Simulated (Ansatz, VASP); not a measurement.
## Two plane-wave programs on HfO2

Contents of INCAR:

```
SYSTEM = HfO2
PREC = Accurate
ENCUT = 600
EDIFF = 1E-6
ISMEAR = 0
SIGMA = 0.01
LREAL = .FALSE.
LASPH = .TRUE.
NELM = 120
ALGO = Normal
ISIF = 2
LWAVE = .FALSE.
LCHARG = .FALSE.
GGA = PE
NBANDS = 31
GGA_COMPAT = .FALSE.
```

The input KPOINTS:

```
Automatic mesh
0
G
  4 4 4
  0 0 0
```

POSCAR

```
HfO2
1.0
    3.5580193300      0.0000000000      0.0000000000
    0.0000000000      3.5580193300      0.0000000000
    0.0000000000      0.0000000000      5.1718612100
Hf O
2 4
Direct
    0.5000000000      0.5000000000      0.5000000000
    1.0000000000      0.0000000000      1.0000000000
    1.0000000000      0.5000000000      0.6972078800
    0.5000000000      0.0000000000      0.3027921200
    0.5000000000      0.0000000000      0.8027921200
    1.0000000000      0.5000000000      1.1972078800
```

Input for Ansatz:

```yaml
crystal:
  lattice:
    a: 3.55801933
    b: 3.55801933
    c: 5.17186121
    alpha: 90.0
    beta: 90.0
    gamma: 90.0
  space_group: 137
  setting:
    hermann_mauguin: P42/nmc
    origin_choice: 1
  atoms:
    - { symbol: Hf, position: [0.5, 0.5, 0.5] }
    - { symbol: O, position: [0.0, 0.5, 0.69720788] }
basis:
  ecutwfc: 435.382179935808
kpoints:
  mp_grid:
    grid: [4, 4, 4]
scf:
  convergence:
    dr2_threshold: 1.0e-10
  occupations:
    method: fixed
output:
  eigenvalues: true
```

Alike in both runs: task single point; functional PBE; k mesh 4 × 4 × 4; no spin polarisation.

|  | VASP | Ansatz |
| --- | --- | --- |
| version | VASP 6.6.1 | Ansatz 0.2.0 |
| potentials or method | VASP PAW PBE potentials, release 64 (Hf_pv, O), cutoff 600 eV | plane waves, PAW |
| occupations | gaussian, width 0.01 eV | fixed |
| valence electrons in the cell | 44 | 76 |

```csv
,VASP,Ansatz,Ansatz less VASP
gap on the k mesh at the Fermi level (eV),4.76,4.77,+0.014
```

VASP's potentials hold 44 valence electrons a cell and Ansatz's 76, so a difference there can come from the potentials and not from the codes.

The k mesh is coarse, so the values compare programs but aren't converged. Neither program's run includes spin-orbit coupling.
